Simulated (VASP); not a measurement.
# K (Fm-3m) in VASP: settings compared

Aim: see how the results for K move with the level of theory and the settings. Levels: r2SCAN+D3(BJ), r2SCAN+D4, r2SCAN+rVV10, LDA. Tasks: relaxation of cell and atoms, single point.

All numbers are computed with VASP 6.6.1; they aren't measurements. Logs are shortened: lines on timing, memory, paths and dates and some standing lists are left out, and cuts for length are marked.

## (1) The cell of the first run

The structure is cubic, space group Fm-3m (No. 225). Conventional cell: a = 6.784 Å, b = 6.784 Å, c = 6.784 Å, α = 90.00°, β = 90.00°, γ = 90.00°.

This isn't the form of K at room conditions, which is bcc.

## (2) Relaxation of cell and atoms, r2SCAN+D3(BJ)

The input, POSCAR:

```
K
1.0
    0.0000000000      3.3918728180      3.3918728180
    3.3918728180      0.0000000000      3.3918728180
    3.3918728180      3.3918728180      0.0000000000
K
1
Direct
    0.0000000000      0.0000000000      0.0000000000
```

The input, INCAR.step1:

```
PREC = Accurate
ENCUT = 600
ISMEAR = -1
SIGMA = 0.05
LREAL = False
LASPH = True
NELM = 100
GGA = PE
ALGO = Normal
EDIFF = 1E-4
LWAVE = True
LCHARG = False
```

The input, INCAR.step2:

```
PREC = Accurate
ENCUT = 600
EDIFF = 1E-6
ISMEAR = -1
SIGMA = 0.05
LREAL = False
LASPH = True
NELM = 100
ALGO = Normal
ISIF = 3
LWAVE = False
LCHARG = False
METAGGA = R2SCAN
LMIXTAU = True
IVDW = 12
VDW_S6 = 1.0
VDW_S8 = 0.78981345
VDW_A1 = 0.49484001
VDW_A2 = 5.73083694
IBRION = 2
NSW = 60
EDIFFG = -0.01
ISTART = 1
```

The input, KPOINTS:

```
Automatic mesh
0
Gamma
  7 7 7
```

Potentials or basis: VASP PAW PBE potentials, release 64 (K_sv).

Run with:

```console
$ cat potpaw_PBE.64/K_sv/POTCAR > POTCAR
$ cp INCAR.step1 INCAR
$ mpirun -np 1 vasp_std > vasp.out
$ cp INCAR.step2 INCAR
$ mpirun -np 1 vasp_std > vasp.out
```

OUTCAR:

```text
PREC = Accurate
   ENCUT = 600
   EDIFF = 1E-6
   ISMEAR = -1
   LREAL = False
   LASPH = True
   NELM = 100
   ISIF = 3
   METAGGA = R2SCAN
   IVDW = 12
   IBRION = 2
   NSW = 60
   EDIFFG = -0.01
   ISTART = 1
 IVDW          = 12

 ion  position               nearest neighbor table
   1  0.000  0.000  0.000-

  LATTYP: Found a face centered cubic cell.
 ALAT       =     6.7837456360

  Lattice vectors:

 A1 = (   0.0000000000,   3.3918728180,   3.3918728180)
 A2 = (   3.3918728180,   0.0000000000,   3.3918728180)
 A3 = (   3.3918728180,   3.3918728180,   0.0000000000)

Analysis of symmetry for initial positions (statically):
=====================================================================
 Subroutine PRICEL returns:
 Original cell was already a primitive cell.

 Routine SETGRP: Setting up the symmetry group for a
 face centered cubic supercell.

 Subroutine GETGRP returns: Found 48 space group operations
 (whereof 48 operations were pure point group operations)
 out of a pool of 48 trial point group operations.

The static configuration has the point symmetry O_h .

Analysis of symmetry for dynamics (positions and initial velocities):
=====================================================================
 Subroutine PRICEL returns:
 Original cell was already a primitive cell.

 Routine SETGRP: Setting up the symmetry group for a
 face centered cubic supercell.

 Subroutine GETGRP returns: Found 48 space group operations
 (whereof 48 operations were pure point group operations)
 out of a pool of 48 trial point group operations.

The dynamic configuration has the point symmetry O_h .

 Subroutine INISYM returns: Found 48 space group operations
 (whereof 48 operations are pure point group operations),
 and found     1 'primitive' translations

----------------------------------------------------------------------------------------

                                     Primitive cell

  volume of cell :      78.0456

  direct lattice vectors                    reciprocal lattice vectors
     0.000000000  3.391872818  3.391872818    -0.147411188  0.147411188  0.147411188
     3.391872818  0.000000000  3.391872818     0.147411188 -0.147411188  0.147411188
     3.391872818  3.391872818  0.000000000     0.147411188  0.147411188 -0.147411188

  length of vectors
     4.796832541  4.796832541  4.796832541     0.255323666  0.255323666  0.255323666

  position of ions in fractional coordinates (direct lattice)
     0.000000000  0.000000000  0.000000000

  ion indices of the primitive-cell ions
   primitive index   ion index
                 1           1

----------------------------------------------------------------------------------------

 KPOINTS: Automatic mesh

Automatic generation of k-mesh.
 Grid dimensions read from file:
 generate k-points for:    7    7    7

 Generating k-lattice:

  Cartesian coordinates                     Fractional coordinates (reciprocal lattice)
    -0.021058741  0.021058741  0.021058741     0.142857143  0.000000000  0.000000000
     0.021058741 -0.021058741  0.021058741     0.000000000  0.142857143  0.000000000
     0.021058741  0.021058741 -0.021058741     0.000000000  0.000000000  0.142857143

  Length of vectors
     0.036474809  0.036474809  0.036474809

  Shift w.r.t. Gamma in fractional coordinates (k-lattice)
     0.000000000  0.000000000  0.000000000

 Subroutine IBZKPT returns following result:
 ===========================================

 Found     20 irreducible k-points:

 Following reciprocal coordinates:
            Coordinates               Weight
  0.000000  0.000000  0.000000      1.000000
  0.142857  0.000000  0.000000      8.000000
  0.285714  0.000000  0.000000      8.000000
  0.428571  0.000000  0.000000      8.000000
  0.142857  0.142857  0.000000      6.000000
  0.285714  0.142857  0.000000     24.000000
[... 12 lines left out ...]
 -0.428571  0.428571  0.142857     24.000000
 -0.285714  0.428571  0.142857     24.000000
   k-points           NKPTS =     20   k-points in BZ     NKDIM =     20   number of bands    NBANDS=      8
   number of dos      NEDOS =    301   number of ions     NIONS =      1
   total plane-waves  NPLWV =  64000
   dimension x,y,z NGX =    40 NGY =   40 NGZ =   40
   dimension x,y,z NGXF=    80 NGYF=   80 NGZF=   80
   ions per type =               1
   NGX,Y,Z   is equivalent  to a cutoff of  13.86, 13.86, 13.86 a.u.
   NGXF,Y,Z  is equivalent  to a cutoff of  27.73, 27.73, 27.73 a.u.
 SYSTEM =  unknown system
   PREC   = accura    normal or accurate (medium, high low for compatibility)
   ISTART =      1    job   : 0-new  1-cont  2-samecut
   ICHARG =      0    charge: 1-file 2-atom 10-const
   ISPIN  =      1    spin polarized calculation?
   LNONCOLLINEAR =      F non collinear calculations
   LSORBIT =      F    spin-orbit coupling
   LASPH  =      T    aspherical Exc in radial PAW
   ENCUT  =  600.0 eV  44.10 Ry    6.64 a.u.   9.58  9.58  9.58*2*pi/ulx,y,z
   NELM   =    100;   NELMIN=  2; NELMDL=  0     # of ELM steps
   EDIFF  = 0.1E-05   stopping-criterion for ELM
   LREAL  =      F    real-space projection
   EDIFFG = -.1E-01   stopping-criterion for IOM
   NSW    =     60    number of steps for IOM
   IBRION =      2    ionic relax: 0-MD 1-quasi-New 2-CG
   NFREE  =      1    steps in history (QN), initial steepest desc. (CG)
   ISIF   =      3    stress and relaxation
   ISYM   =      2    0-nonsym 1-usesym 2-fastsym
   POTIM  = 0.5000    time-step for ionic-motion
   TEBEG  =    0.0;   TEEND  =   0.0 temperature during run
   PSTRESS=    0.0 pullay stress
   NELECT =       9.0000    total number of electrons
   NUPDOWN=      -1.0000    fix difference up-down
   EMIN   =  10.00;   EMAX   =-10.00  energy-range for DOS
   EFERMI =   0.00;   METHOD = LEGACY
   ISMEAR =    -1;   SIGMA  =   0.05  broadening in eV -4-tet -1-fermi 0-gaus
   EFERMI_NEDOS =   21; number of points for ismear=-14 and -15
   IALGO  =     38    algorithm
   IMIX   =      4    mixing-type and parameters
     AMIX     =   0.40;   BMIX     =  1.00
     AMIX_MAG =   1.60;   BMIX_MAG =  1.00
  volume/ion in A,a.u.               =      78.05       526.68
  Fermi-wavevector in a.u.,A,eV,Ry     =   0.796843  1.505815  8.639139  0.634959
  Thomas-Fermi vector in A             =   1.903445
   LORBIT       =      0    0 simple, 1 ext, 2 COOP (PROOUT), +10 PAW based schemes
   METAGGA = R2SCAN    functional components
   LHFCALC =     F    Hartree Fock is set to
   AEXX    =    0.0000 exact exchange contribution
   IVDW    =    12    specifies the selected vdW correction
   LEPSILON=     F    determine dielectric tensor
   LRPA    =     F    only Hartree local field effects (RPA)
 conjugate gradient relaxation of ions
 non-spin polarized calculation
  energy-cutoff  :      600.00
  volume of cell :       78.05
 maximum number of plane-waves:      2643
 NGX is ok and might be reduce to    40
   NGX = 19   NGY = 19   NGZ = 19

--------------------------------------- Ionic step        1  -------------------------------------------

 number of electron       9.0000000 magnetization

 Free energy of the ion-electron system (eV)
  ---------------------------------------------------
  ext. energy  EPLUGINS =         0.00000000
  ---------------------------------------------------
  free energy    TOTEN  =        -6.02395513 eV

  energy without entropy =       -6.02140112  energy(sigma->0) =       -6.02267813

------------------------ aborting loop because EDIFF is reached ----------------------------------------

 Edisp (eV)   -0.04916

 E8    (eV) :    -0.0213

  FORCE on cell =-STRESS in cart. coord.  units (eV):
  Direction    XX          YY          ZZ          XY          YZ          ZX
  --------------------------------------------------------------------------------------
  -------------------------------------------------------------------------------------
  Total      -0.08221    -0.08221    -0.08221     0.00000     0.00000    -0.00000
  in kB      -1.68757    -1.68757    -1.68757     0.00000     0.00000    -0.00000
  external pressure =       -1.69 kB  Pullay stress =        0.00 kB

 VOLUME and BASIS-vectors are now :
 -----------------------------------------------------------------------------
  energy-cutoff  :      600.00
  volume of cell :       78.05
      direct lattice vectors                 reciprocal lattice vectors
     0.000000000  3.391872818  3.391872818    -0.147411188  0.147411188  0.147411188
     3.391872818  0.000000000  3.391872818     0.147411188 -0.147411188  0.147411188
     3.391872818  3.391872818  0.000000000     0.147411188  0.147411188 -0.147411188

 POSITION                                       TOTAL-FORCE (eV/Angst)
 -----------------------------------------------------------------------------------
      0.00000      0.00000      0.00000         0.000000      0.000000      0.000000
 -----------------------------------------------------------------------------------
    total drift:                               -0.000000     -0.000000     -0.000000

  FREE ENERGIE OF THE ION-ELECTRON SYSTEM (eV)
  ---------------------------------------------------
  free  energy   TOTEN  =        -6.0731108703 eV
[... 21 lines left out ...]
 VOLUME and BASIS-vectors are now :
 -----------------------------------------------------------------------------
  energy-cutoff  :      600.00
  volume of cell :       77.12
      direct lattice vectors                 reciprocal lattice vectors
    -0.000000000  3.378421298  3.378421298    -0.147998120  0.147998120  0.147998120
     3.378421298  0.000000000  3.378421298     0.147998120 -0.147998120  0.147998120
     3.378421298  3.378421298  0.000000000     0.147998120  0.147998120 -0.147998120

 POSITION                                       TOTAL-FORCE (eV/Angst)
 -----------------------------------------------------------------------------------
      0.00000      0.00000      0.00000        -0.000000     -0.000000     -0.000000
 -----------------------------------------------------------------------------------
    total drift:                               -0.000000      0.000000     -0.000000

  FREE ENERGIE OF THE ION-ELECTRON SYSTEM (eV)
  ---------------------------------------------------
  free  energy   TOTEN  =        -6.0739651193 eV

  energy  without entropy=       -6.0714298513  energy(sigma->0) =       -6.07269749

--------------------------------------- Ionic step        3  -------------------------------------------

 number of electron       9.0000000 magnetization

 Free energy of the ion-electron system (eV)
  ---------------------------------------------------
  ext. energy  EPLUGINS =         0.00000000
  ---------------------------------------------------
  free energy    TOTEN  =        -6.02359853 eV

  energy without entropy =       -6.02111751  energy(sigma->0) =       -6.02235802

 E-fermi :  -0.0137     XC(G=0):  -5.8833

 val. band max:       -0.2869985887   @ k =   0.4286   0.0000   0.0000
 cond. band min:       0.0562297347   @ k =  -0.2857   0.2857   0.0000
 fundamental gap:      0.3432283234
 Fermi energy:        -0.0137182684

 k-point     1 :       0.0000    0.0000    0.0000
  band No.  band energies     occupation
      1     -33.7477      2.00000
      2     -16.4209      2.00000
      3     -16.4209      2.00000
      4     -16.4209      2.00000
      5      -2.3825      2.00000
      6       4.5561      0.00000
      7       4.5561      0.00000
      8       4.5561      0.00000

 k-point     2 :       0.1429    0.0000    0.0000
  band No.  band energies     occupation
      1     -33.7470      2.00000
      2     -16.4335      2.00000
      3     -16.4226      2.00000
      4     -16.4226      2.00000
      5      -2.1304      2.00000
      6       3.8649      0.00000
      7       4.6326      0.00000
      8       4.6326      0.00000

 k-point     3 :       0.2857    0.0000    0.0000
  band No.  band energies     occupation
      1     -33.7454      2.00000
      2     -16.4616      2.00000
      3     -16.4264      2.00000
      4     -16.4264      2.00000
      5      -1.4036      2.00000
      6       2.5410      0.00000
      7       4.5535      0.00000
      8       4.5535      0.00000
[... 202 lines left out ...]
 VOLUME and BASIS-vectors are now :
 -----------------------------------------------------------------------------
  energy-cutoff  :      600.00
  volume of cell :       74.39
      direct lattice vectors                 reciprocal lattice vectors
    -0.000000000  3.338066737  3.338066737    -0.149787299  0.149787299  0.149787299
     3.338066737  0.000000000  3.338066737     0.149787299 -0.149787299  0.149787299
     3.338066737  3.338066737  0.000000000     0.149787299  0.149787299 -0.149787299

 POSITION                                       TOTAL-FORCE (eV/Angst)
 -----------------------------------------------------------------------------------
      0.00000      0.00000      0.00000         0.000000     -0.000000      0.000000
 -----------------------------------------------------------------------------------
    total drift:                               -0.000000      0.000000     -0.000000

  FREE ENERGIE OF THE ION-ELECTRON SYSTEM (eV)
  ---------------------------------------------------
  free  energy   TOTEN  =        -6.0751523207 eV

  energy  without entropy=       -6.0726712965  energy(sigma->0) =       -6.07391181

 reached required accuracy - stopping structural energy minimisation
```

It took 99 s on 1 thread of Intel Xeon 6975P-C (Granite Rapids), shared host; peak memory 0.26 GiB.

Results:

* Free energy: -6.0752 eV
* Relaxed volume: 74.39 Å³/atom
* Relaxed cell: a = 4.721 Å, b = 4.721 Å, c = 4.721 Å, α = 60.00°, β = 60.00°, γ = 60.00°
* Space group after relaxing (to 0.1 Å): Fm-3m (No. 225)
* Energy gained by relaxing: 2.0 meV/atom
* Ionic steps: 3
* Pressure after relaxing: 0.0 GPa
* Band gap on the k mesh: zero (an odd number of electrons rules out a gap without spin polarisation)
* Dispersion energy per atom: -0.052 eV

The path:
| step | energy change (eV) | largest force (eV/Å) | pressure (GPa) | volume (Å³) |
| --- | --- | --- | --- | --- |
| 1 | 0.0000 | 0.0000 | -0.17 | 78.05 |
| 2 | -0.0009 | 0.0000 | -0.13 | 77.12 |
| 3 | -0.0020 | 0.0000 | -0.01 | 74.39 |

Final structure:
```
K
1.0
     0.00000    3.33807    3.33807
     3.33807    0.00000    3.33807
     3.33807    3.33807    0.00000
K
1
Cartesian
  0.0000 0.0000 0.0000
```

Caveat: the PAW data sets were made with another functional, which shifts forces and pressure a little.

(Part 1 of 2 ends here.)
